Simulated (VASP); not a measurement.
# LiH (Pm-3m) in VASP: G0W0 quasiparticle levels with PBE

Aim: the G0W0 quasiparticle levels of LiH with PBE.

All numbers are computed with VASP 6.6.1; they aren't measurements. Logs are shortened: lines on timing, memory, paths and dates and some standing lists are left out, and cuts for length are marked.

## (1) The cell of the first run

The structure is cubic, space group Pm-3m (No. 221). The conventional cell has a = 2.502 Å, b = 2.502 Å, c = 2.502 Å, α = 90.00°, β = 90.00°, γ = 90.00°. Within 2.9 Å of Li (site symmetry m-3m) lie 8 H at 2.17 Å and 6 Li at 2.50 Å. H (site symmetry m-3m) has 8 Li at 2.17 Å and 6 H at 2.50 Å within 2.9 Å.

## (2) G0W0 quasiparticle levels, PBE

The input, POSCAR:

```
LiH
1.0
    2.5016587117      0.0000000000      0.0000000000
    0.0000000000      2.5016587117      0.0000000000
    0.0000000000      0.0000000000      2.5016587117
Li H
1 1
Direct
    0.0000000000      0.0000000000      0.0000000000
    0.5000000000      0.5000000000      0.5000000000
```

The input, INCAR.step1:

```
SYSTEM = LiH
PREC = Accurate
ENCUT = 500
EDIFF = 1E-8
ISMEAR = 0
SIGMA = 0.01
LREAL = .FALSE.
LASPH = .TRUE.
NELM = 100
ALGO = Normal
LWAVE = .TRUE.
LCHARG = .FALSE.
GGA = PE
```

The input, INCAR.step2:

```
SYSTEM = LiH
PREC = Accurate
ENCUT = 500
EDIFF = 1E-8
ISMEAR = 0
SIGMA = 0.01
LREAL = .FALSE.
LASPH = .TRUE.
NELM = 1
ALGO = Exact
LWAVE = .TRUE.
LCHARG = .FALSE.
GGA = PE
NBANDS = 86
LOPTICS = .TRUE.
ISTART = 1
```

The input, INCAR.step3:

```
SYSTEM = LiH
PREC = Accurate
ENCUT = 500
EDIFF = 1E-8
ISMEAR = 0
SIGMA = 0.01
LREAL = .FALSE.
LASPH = .TRUE.
ALGO = EVGW0
LWAVE = .FALSE.
LCHARG = .FALSE.
GGA = PE
NELMGW = 1
NBANDS = 86
ENCUTGW = 180.0
NOMEGA = 96
PRECFOCK = Fast
ISTART = 1
NBANDSGW = 9
OMEGAMAX = 20
```

The input, KPOINTS:

```
Automatic mesh
0
G
  6 6 6
  0 0 0
```

Potentials or basis: VASP PAW PBE potentials, release 64 (Li_GW, H_GW).

Command:

```bash
> cat potpaw_PBE.64/Li_GW/POTCAR potpaw_PBE.64/H_GW/POTCAR > POTCAR
> cp INCAR.step1 INCAR
> mpirun -np 1 vasp_std > vasp.out
> cp INCAR.step2 INCAR
> mpirun -np 1 vasp_std > vasp.out
> cp INCAR.step3 INCAR
> mpirun -np 1 vasp_std > vasp.out
```

OUTCAR:

```text
SYSTEM = LiH
   PREC = Accurate
   ENCUT = 500
   EDIFF = 1E-8
   ISMEAR = 0
   LREAL = .FALSE.
   LASPH = .TRUE.
   GGA = PE
   NELMGW = 1
   ENCUTGW = 180.0
   PRECFOCK = Fast
   ISTART = 1

 ion  position               nearest neighbor table
   1  0.000  0.000  0.000-   2 2.17   2 2.17   2 2.17   2 2.17   2 2.17   2 2.17   2 2.17   2 2.17

   2  0.500  0.500  0.500-   1 2.17   1 2.17   1 2.17   1 2.17   1 2.17   1 2.17   1 2.17   1 2.17

  LATTYP: Found a simple cubic cell.
 ALAT       =     2.5016587117

  Lattice vectors:

 A1 = (   2.5016587117,   0.0000000000,   0.0000000000)
 A2 = (   0.0000000000,   2.5016587117,   0.0000000000)
 A3 = (   0.0000000000,   0.0000000000,   2.5016587117)

Analysis of symmetry for initial positions (statically):
=====================================================================
 Subroutine PRICEL returns:
 Original cell was already a primitive cell.

 Routine SETGRP: Setting up the symmetry group for a
 simple cubic supercell.

 Subroutine GETGRP returns: Found 48 space group operations
 (whereof 48 operations were pure point group operations)
 out of a pool of 48 trial point group operations.

The static configuration has the point symmetry O_h .

Analysis of symmetry for dynamics (positions and initial velocities):
=====================================================================
 Subroutine PRICEL returns:
 Original cell was already a primitive cell.

 Routine SETGRP: Setting up the symmetry group for a
 simple cubic supercell.

 Subroutine GETGRP returns: Found 48 space group operations
 (whereof 48 operations were pure point group operations)
 out of a pool of 48 trial point group operations.

The dynamic configuration has the point symmetry O_h .

 Subroutine INISYM returns: Found 48 space group operations
 (whereof 48 operations are pure point group operations),
 and found     1 'primitive' translations

----------------------------------------------------------------------------------------

                                     Primitive cell

  volume of cell :      15.6561

  direct lattice vectors                    reciprocal lattice vectors
     2.501658712  0.000000000  0.000000000     0.399734782  0.000000000  0.000000000
     0.000000000  2.501658712  0.000000000     0.000000000  0.399734782  0.000000000
     0.000000000  0.000000000  2.501658712     0.000000000  0.000000000  0.399734782

  length of vectors
     2.501658712  2.501658712  2.501658712     0.399734782  0.399734782  0.399734782

  position of ions in fractional coordinates (direct lattice)
     0.000000000  0.000000000  0.000000000
     0.500000000  0.500000000  0.500000000

  ion indices of the primitive-cell ions
   primitive index   ion index
                 1           1
                 2           2

----------------------------------------------------------------------------------------

 KPOINTS: Automatic mesh

Automatic generation of k-mesh.
 Grid dimensions read from file:
 generate k-points for:    6    6    6

 Generating k-lattice:

  Cartesian coordinates                     Fractional coordinates (reciprocal lattice)
     0.066622464  0.000000000  0.000000000     0.166666667  0.000000000  0.000000000
     0.000000000  0.066622464  0.000000000     0.000000000  0.166666667  0.000000000
     0.000000000  0.000000000  0.066622464     0.000000000  0.000000000  0.166666667

  Length of vectors
     0.066622464  0.066622464  0.066622464

  Shift w.r.t. Gamma in fractional coordinates (k-lattice)
     0.000000000  0.000000000  0.000000000

 Subroutine IBZKPT returns following result:
 ===========================================

 Found     20 irreducible k-points:

 Following reciprocal coordinates:
            Coordinates               Weight
  0.000000  0.000000  0.000000      1.000000
  0.166667  0.000000  0.000000      6.000000
  0.333333  0.000000  0.000000      6.000000
  0.500000  0.000000  0.000000      3.000000
  0.166667  0.166667  0.000000     12.000000
  0.333333  0.166667  0.000000     24.000000
[... 12 lines left out ...]
  0.500000  0.500000  0.333333      6.000000
  0.500000  0.500000  0.500000      1.000000
   k-points           NKPTS =     20   k-points in BZ     NKDIM =    216   number of bands    NBANDS=     86
   number of dos      NEDOS =    301   number of ions     NIONS =      2
   total plane-waves  NPLWV =   5832
   dimension x,y,z NGX =    18 NGY =   18 NGZ =   18
   dimension x,y,z NGXF=    36 NGYF=   36 NGZF=   36
   ions per type =               1   1
   NGX,Y,Z   is equivalent  to a cutoff of  11.96, 11.96, 11.96 a.u.
   NGXF,Y,Z  is equivalent  to a cutoff of  23.92, 23.92, 23.92 a.u.
 SYSTEM =  LiH
   PREC   = accura    normal or accurate (medium, high low for compatibility)
   ISTART =      1    job   : 0-new  1-cont  2-samecut
   ICHARG =      0    charge: 1-file 2-atom 10-const
   ISPIN  =      1    spin polarized calculation?
   LNONCOLLINEAR =      F non collinear calculations
   LSORBIT =      F    spin-orbit coupling
   LASPH  =      T    aspherical Exc in radial PAW
   ENCUT  =  500.0 eV  36.75 Ry    6.06 a.u.   4.56  4.56  4.56*2*pi/ulx,y,z
   NELM   =     60;   NELMIN=  2; NELMDL=  0     # of ELM steps
   EDIFF  = 0.1E-07   stopping-criterion for ELM
   LREAL  =      F    real-space projection
   EDIFFG = 0.1E-06   stopping-criterion for IOM
   NSW    =      0    number of steps for IOM
   IBRION =     -1    ionic relax: 0-MD 1-quasi-New 2-CG
   NFREE  =      0    steps in history (QN), initial steepest desc. (CG)
   ISIF   =      0    stress and relaxation
   ISYM   =      3    0-nonsym 1-usesym 2-fastsym
   POTIM  = 0.5000    time-step for ionic-motion
   TEBEG  =    0.0;   TEEND  =   0.0 temperature during run
   PSTRESS=    0.0 pullay stress
   NELECT =       2.0000    total number of electrons
   NUPDOWN=      -1.0000    fix difference up-down
   EMIN   =  10.00;   EMAX   =-10.00  energy-range for DOS
   EFERMI =   0.00;   METHOD = LEGACY
   ISMEAR =     0;   SIGMA  =   0.01  broadening in eV -4-tet -1-fermi 0-gaus
   EFERMI_NEDOS =   21; number of points for ismear=-14 and -15
   IALGO  =     38    algorithm
   IMIX   =      4    mixing-type and parameters
     AMIX     =   0.40;   BMIX     =  1.00
     AMIX_MAG =   1.60;   BMIX_MAG =  1.00
  volume/ion in A,a.u.               =       7.83        52.83
  Fermi-wavevector in a.u.,A,eV,Ry     =   0.824499  1.558077  9.249220  0.679799
  Thomas-Fermi vector in A             =   1.936194
   LORBIT       =      0    0 simple, 1 ext, 2 COOP (PROOUT), +10 PAW based schemes
   GGA     = PE    functional components
   LHFCALC =     T    Hartree Fock is set to
   PRECFOCK=fast      Normal, Fast or Accurate (Low or Medium for compatibility)
   ENCUT4O =  -1.0   cutoff for four orbital integrals eV
   NKREDX  =     1    reduce k-point grid by
   NKREDY  =     1    reduce k-point grid by
   NKREDZ  =     1    reduce k-point grid by
   AEXX    =    1.0000 exact exchange contribution
   HFSCREEN=    0.0000 screening length (either q_TF or 0.3 A-1)
   HFSCREENC=   0.0000 screening length for correlation (either q_TF or 0.3 A-1)
   ENCUTFOCK=  -1.0 apply spherical cutoff to Coloumb kernel
   IVDW    =     0    specifies the selected vdW correction
   LEPSILON=     F    determine dielectric tensor
   LRPA    =     F    only Hartree local field effects (RPA)
   LRPAFORCE           =     F    calculate RPA forces
   ENCUTGW             = 180.0    cutoff for response function in eV
   ENCUTGWSOFT         = 144.0    soft cutoff for Coulomb kernel in GW response function in eV
   ENCUTLF             =  -1.0    cutoff for local field effects
   NELMGW              =     1    number of iterations in solving QP/BSE equation
   NELMHF              =     1    number of iterations in the inner HF iteration
   NKREDLFX            =     1    NKREDLFY  =   1   NKREDLFZ  =   1
 non-spin polarized calculation
 Gauss-broadening in eV      SIGMA  =   0.01
  energy-cutoff  :      500.00
  volume of cell :       15.66
 maximum number of plane-waves:       432
  NGX = 12; NGY = 12; NGZ = 12
   NGX =  9   NGY =  9   NGZ =  9
 maximum number of plane-waves:        94

 QP shifts <psi_nk| G(iteration)W_0 |psi_nk>: iteration 1
 for sc-GW calculations column KS-energies equals QP-energies in previous step
 and V_xc(KS)=  KS-energies - (<T + V_ion + V_H > + <T+V_H+V_ion>^1  + <V_x>^1)

 k-point   1 :       0.0000    0.0000    0.0000
  band No.  KS-energies  QP-energies   sigma(KS)   V_xc(KS)     V^pw_x(r,r')   Z            occupation Imag(sigma)

      1      -8.1330      -9.3800     -11.2995      -9.4107     -15.2458       0.6602       2.0000       0.3161
      2      12.7095      13.4355      -6.8450      -7.8209      -1.5592       0.7439       0.0000      -0.5230
      3      12.7095      13.4355      -6.8450      -7.8209      -1.5592       0.7439       0.0000      -0.5230
      4      12.7095      13.4355      -6.8450      -7.8209      -1.5592       0.7439       0.0000      -0.5230
      5      13.2834      13.6255     -10.4012     -10.9063      -3.8260       0.6772       0.0000      -0.8450
      6      15.8463      15.9970      -7.1326      -7.3095      -1.2859       0.8521       0.0000      -1.6863
      7      15.8463      15.9970      -7.1326      -7.3095      -1.2859       0.8521       0.0000      -1.6863
      8      32.4343      34.4140      -6.8930      -9.3330      -1.3392       0.8113       0.0000      -1.8769
      9      32.4343      34.4140      -6.8930      -9.3330      -1.3392       0.8113       0.0000      -1.8769

 k-point   2 :       0.1667    0.0000    0.0000
  band No.  KS-energies  QP-energies   sigma(KS)   V_xc(KS)     V^pw_x(r,r')   Z            occupation Imag(sigma)

      1      -7.7160      -8.9668     -11.3260      -9.4505     -15.0531       0.6670       2.0000       0.2743
      2       7.7677       8.2735      -7.2613      -7.9531      -2.3417       0.7312       0.0000      -0.2168
      3      13.2017      13.5967      -9.7817     -10.3662      -3.4136       0.6756       0.0000      -0.7851
      4      13.3298      14.0369      -6.8536      -7.8106      -1.4941       0.7389       0.0000      -0.6012
      5      13.3298      14.0369      -6.8536      -7.8106      -1.4941       0.7389       0.0000      -0.6012
      6      16.5176      16.7022      -7.0647      -7.3028      -1.2499       0.7757       0.0000      -1.6884
      7      21.8115      22.6195      -6.6486      -7.6008      -1.0327       0.8486       0.0000      -1.8968
      8      28.8928      30.7029      -6.5763      -8.6556      -1.2955       0.8706       0.0000      -2.0913
      9      28.8928      30.7029      -6.5763      -8.6556      -1.2955       0.8706       0.0000      -2.0913
[... 222 lines left out ...]
 k-point  20 :       0.5000    0.5000    0.5000
  band No.  KS-energies  QP-energies   sigma(KS)   V_xc(KS)     V^pw_x(r,r')   Z            occupation Imag(sigma)

      1       0.7538      -0.3147     -13.7628     -12.3577     -14.6446       0.7604       2.0000       0.0398
      2       7.1468       7.8069      -6.2238      -7.1229      -1.3204       0.7341       0.0000      -0.1511
      3       7.1468       7.8069      -6.2238      -7.1229      -1.3204       0.7341       0.0000      -0.1511
      4       7.1468       7.8069      -6.2238      -7.1229      -1.3204       0.7341       0.0000      -0.1511
      5       9.4942       9.9274      -7.6716      -8.2399      -3.0159       0.7621       0.0000      -0.2999
      6       9.4942       9.9274      -7.6716      -8.2399      -3.0159       0.7621       0.0000      -0.2999
      7       9.4942       9.9274      -7.6716      -8.2399      -3.0159       0.7621       0.0000      -0.2999
      8      22.2975      23.0515      -6.4745      -7.4134      -0.6622       0.8031       0.0000      -1.6009
      9      45.7332      48.7658      -7.3753     -10.8595      -1.9186       0.8704       0.0000      -4.0579
```

Run time: 3 min. Hardware: 1 thread of Intel Xeon Platinum 8259CL at 2.50GHz (Skylake/Cascade Lake), shared host; peak memory 0.34 GiB.

Results:

| Item | Value |
| --- | --- |
| Quasiparticle gap | 2.22 eV |
| Least direct quasiparticle gap | 6.12 eV |
| Band gap of the starting levels on the mesh | 0.67 eV |
| Least direct gap of the starting levels on the mesh | 4.21 eV |

Caveat: the k points lie up to 0.42 Å⁻¹ apart; bands, screening cutoff and mesh are small and nothing is extrapolated, so the quasiparticle values aren't converged; the structure was generated, so it needn't be the stable form of LiH.
